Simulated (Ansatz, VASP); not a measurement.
**One calculation of HfSi3O8, two programs**

INCAR

```
SYSTEM = HfSi3O8
PREC     = Accurate       ! precision mode
ENCUT    = 600            ! plane-wave cutoff, eV
EDIFF    = 1E-6           ! SCF threshold, eV
ISMEAR   = -1             ! smearing method
SIGMA    = 0.02           ! smearing width, eV
LREAL    = .False.        ! projectors in reciprocal space
LASPH    = .True.         ! aspherical terms in the spheres
NELM     = 120            ! most SCF steps
ALGO     = Normal         ! electronic algorithm
ISIF     = 2              ! what is computed and relaxed
LWAVE    = .False.        ! write WAVECAR
LCHARG   = .False.        ! write CHGCAR
GGA      = PE             ! functional
NBANDS   = 47             ! bands
GGA_COMPAT= .False.
```

KPOINTS

```
regular mesh
0
Gamma
  6 6 6
  0 0 0
```

The input POSCAR:

```
HfSi3O8
1.0
    4.3636755051     -0.1703455089     -0.0000385836
   -0.1711605093      4.6994748013     -0.0000441842
   -0.0000352726     -0.0000431421      5.0965161843
Hf Si O
1 3 8
Direct
    0.2499908746      0.2043232636      0.0441297518
    0.2500024618      0.7043313683      0.4120359316
    0.7500099196      0.2043273496      0.5864706288
    0.7499913668      0.7043310374      0.9025320942
    0.0119222711      0.3775601797      0.3812840923
    0.0123530172      0.8376731599      0.1482461191
    0.4965194840      0.5217447054      0.6454455697
    0.5702079966      1.0073513509      0.8524439307
    0.4880775497      1.0311027562      0.3812880206
    0.4876367390      0.5709849803      0.1482349311
    0.9298020989      0.4013285826      0.8524329653
    1.0034862210      0.8869412659      0.6454559649
```

Input for Ansatz:

```yaml
crystal:
  lattice:
    - [4.3636755051, -0.1703455089, -3.85836e-05]
    - [-0.1711605093, 4.6994748013, -4.41842e-05]
    - [-3.52726e-05, -4.31421e-05, 5.0965161843]
  atoms:
    - { symbol: Hf, position: [0.2499908746, 0.2043232636, 0.0441297518] }
    - { symbol: Si, position: [0.2500024618, 0.7043313683, 0.4120359316] }
    - { symbol: Si, position: [0.7500099196, 0.2043273496, 0.5864706288] }
    - { symbol: Si, position: [0.7499913668, 0.7043310374, 0.9025320942] }
    - { symbol: O, position: [0.0119222711, 0.3775601797, 0.3812840923] }
    - { symbol: O, position: [0.0123530172, 0.8376731599, 0.1482461191] }
    - { symbol: O, position: [0.496519484, 0.5217447054, 0.6454455697] }
    - { symbol: O, position: [0.5702079966, 1.0073513509, 0.8524439307] }
    - { symbol: O, position: [0.4880775497, 1.0311027562, 0.3812880206] }
    - { symbol: O, position: [0.487636739, 0.5709849803, 0.1482349311] }
    - { symbol: O, position: [0.9298020989, 0.4013285826, 0.8524329653] }
    - { symbol: O, position: [1.003486221, 0.8869412659, 0.6454559649] }
kpoints:
  mp_grid: { grid: [6, 6, 6] }
  band_path:
    path:
      - [0.0, 0.0, 0.0]
      - [-4.600008806487e-22, 8.65738461465e-06, -0.4999999999406]
      - [-2.605617340358e-18, 0.5000086572961, -0.4999999999406]
      - [2.626418268246e-19, 0.4999999999115, -4.180582156644e-22]
      - [0.0, 0.0, 0.0]
      - [-0.5, 0.4999999999186, 8.99839503758e-06]
      - [-0.5, 0.5000086573033, -0.4999910015455]
      - [-4.600008806487e-22, 8.65738461465e-06, -0.4999999999406]
      - [-0.5, 8.657391798526e-06, -0.4999910015455]
      - [-0.5, 7.183875654223e-12, 8.99839503758e-06]
      - [0.0, 0.0, 0.0]
    npoints: 10
hamiltonian:
  xc: pbe
scf:
  occupations: { method: fermi_dirac, width: 0.02 }
  n_extra_bands: 7
output:
  forces: true
  stress: true
  eigenvalues: true
```

Alike in both runs: task single point; functional PBE; k mesh 6 × 6 × 6; occupations fermi-dirac, width 0.02 eV; no spin polarisation.

```csv
,VASP,Ansatz
version,VASP 6.6.1,Ansatz 0.2.0
potentials or method,"VASP PAW PBE potentials, release 64 (Hf_pv, Si, O)","plane waves, PAW"
plane-wave cutoff (eV),600,420
valence electrons in the cell,70,86
```

Ansatz gave:

* gap on the k mesh at the Fermi level (eV): 4.85
* pressure (GPa): 8.4
* traceless stress, the component that is largest in VASP (GPa): 0.42
* rms of the force components (eV/Å): 0.060

Task: Which values does VASP return?

Result: gap on the k mesh at the Fermi level (eV): 4.82; pressure (GPa): 7.1; traceless stress, the component that is largest in VASP (GPa): 0.40; rms of the force components (eV/Å): 0.104.

Atom by atom the forces differ by 0.067 eV/Å (rms over components). VASP's potentials hold 70 valence electrons a cell and Ansatz's 86, so a difference there can come from the potentials and not from the codes.

Neither program's run includes spin-orbit coupling.
